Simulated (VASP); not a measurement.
Write the native input for VASP 6.6.1 that does the following.

| Property | Result |
| --- | --- |
| Task | single point |
| Functional | PBE |
| Potentials or basis | VASP PAW PBE potentials, release 64 (Mg, Zn, O) |
| Cutoff | 520 eV |
| k mesh | 4 × 4 × 4 |
| Occupations | gaussian, width 0.2 eV |
| Spin | no spin polarisation |
| Dipole correction | no |
| Further INCAR settings | ALGO = Normal; EDIFF = 1e-06; NBANDS = 37 |

The structure of MgZn4O lies in POSCAR:

```
MgZn4O
1.0
    2.6487971974     -4.0511099812      0.0000000000
    2.6487971974      4.0511099812      0.0000000000
    0.0000000000      0.0000000000      4.2289840534
Mg Zn O
1 4 1
Direct
    0.0000000000      0.0000000000      0.0000000000
    0.3388148603      0.6611851397      0.0000000000
    0.6611851397      0.3388148603      0.0000000000
    0.5000000000      0.0000000000      0.5000000000
    0.0000000000      0.5000000000      0.5000000000
    0.5000000000      0.5000000000      0.5000000000
```

These files were run (other wordings do the same):

INCAR

```
PREC = Accurate
ENCUT = 520
EDIFF = 1E-6
ISMEAR = 0
SIGMA = 0.2
LREAL = False
LASPH = True
NELM = 80
ALGO = Normal
ISIF = 2
LWAVE = False
LCHARG = True
GGA = PE
LELF = True
LVHAR = True
NBANDS = 37
```

KPOINTS

```
regular mesh
0
Gamma
  4 4 4
```

Potentials or basis: VASP PAW PBE potentials, release 64 (Mg, Zn, O).

The run is started by

```bash
$ cat potpaw_PBE.64/Mg/POTCAR potpaw_PBE.64/Zn/POTCAR potpaw_PBE.64/O/POTCAR > POTCAR
$ mpirun -np 1 vasp_std > vasp.out
```

It gave:

```json
{
  "Pressure": "0.3 GPa",
  "Largest force": "0.010 eV/Å",
  "Band gap on the k mesh": "zero (band 28 reaches 4.63 eV, above the bottom of band 29 at 2.55 eV)"
}
```

Caveat: the k points lie up to 0.37 Å⁻¹ apart.

It took 70 s on 1 thread of AMD EPYC 7R43 64-Core Processor (Zen 3), on a shared host, peak memory 0.19 GiB.
